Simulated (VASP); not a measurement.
Pd, 1 atom in the cell. The structure is cubic, space group Im-3m (No. 229). Conventional cell: a = 3.109 Å, b = 3.109 Å, c = 3.109 Å, α = 90.00°, β = 90.00°, γ = 90.00°. Pd (site symmetry m-3m) has 14 Pd at 2.69 to 3.11 Å within 3.6 Å. 

- Program: VASP 6.6.1
- Task: single point
- Functional: r2SCAN
- Potentials or basis: VASP PAW PBE potentials, release 64 (Pd)
- Cutoff: 550 eV
- k mesh: 18 × 18 × 18
- Occupations: gaussian, width 0.05 eV
- Spin: no spin polarisation
- Dipole correction: no
- Further INCAR settings: ALGO = Normal; EDIFF = 1e-06; NBANDS = 11

Potentials or basis: VASP PAW PBE potentials, release 64 (Pd).

Command:

```bash
$ cat potpaw_PBE.64/Pd/POTCAR > POTCAR
$ cp INCAR.step1 INCAR
$ mpirun -np 1 vasp_std > vasp.out
$ cp INCAR.step2 INCAR
$ mpirun -np 1 vasp_std > vasp.out
```

Hardware: 1 thread of Intel Xeon 6975P-C, on a shared host.

**Question.** How long does it take, and how much memory?

**Answer.** Wall time 66 s on 1 thread of Intel Xeon 6975P-C (shared host), peak memory 0.17 GiB. Counts: k points 195.
